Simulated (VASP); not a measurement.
Write the native input for VASP 6.6.1 that does the following.

- Task: single point
- Functional: LDA
- Potentials or basis: VASP PAW LDA potentials, release 64 (Al, N)
- Cutoff: 520 eV
- k mesh: 8 × 8 × 5
- Occupations: gaussian, width 0.01 eV
- Spin: no spin polarisation
- Dipole correction: no
- Further INCAR settings: ALGO = Normal; EDIFF = 1e-06; NBANDS = 16

The structure of AlN lies in POSCAR:

```
AlN
1.0
    3.0763685530      0.0000000000      0.0000000000
   -1.5381842765      2.6642133183      0.0000000000
    0.0000000000      0.0000000000      4.9550627584
Al N
2 2
Direct
    0.3333333333      0.6666666667      0.0006008042
    0.6666666667      0.3333333333      0.5006008042
    0.3333333333      0.6666666667      0.3813991958
    0.6666666667      0.3333333333      0.8813991958
```

The input as run:

INCAR

```
SYSTEM = AlN
PREC     = Accurate       ! precision mode
ENCUT    = 520            ! plane-wave cutoff, eV
EDIFF    = 1E-6           ! SCF threshold, eV
ISMEAR   = 0              ! smearing method
SIGMA    = 0.01           ! smearing width, eV
LREAL    = .False.        ! projectors in reciprocal space
LASPH    = .True.         ! aspherical terms in the spheres
NELM     = 60             ! most SCF steps
ALGO     = Normal         ! electronic algorithm
ISIF     = 2              ! what is computed and relaxed
LWAVE    = .False.        ! write WAVECAR
LCHARG   = .False.        ! write CHGCAR
NBANDS   = 16             ! bands
```

KPOINTS

```
Automatic mesh
0
Gamma
  8 8 5
  0 0 0
```

Potentials or basis: VASP PAW LDA potentials, release 64 (Al, N).

The run is started by

```console
$ cat potpaw_LDA.64/Al/POTCAR potpaw_LDA.64/N/POTCAR > POTCAR
$ mpirun -np 1 vasp_std > vasp.out
```

Results of the run:

```
Pressure               : 1.9 GPa
Band gap on the k mesh : 4.51 eV
```

Caveat: an odd mesh through Γ misses points on the zone boundary, where band edges can lie.

It took 20 s on 1 thread of Intel(R) Xeon(R) Platinum 8259CL CPU @ 2.50GHz (Skylake/Cascade Lake) (shared host), peak memory 0.14 GiB.
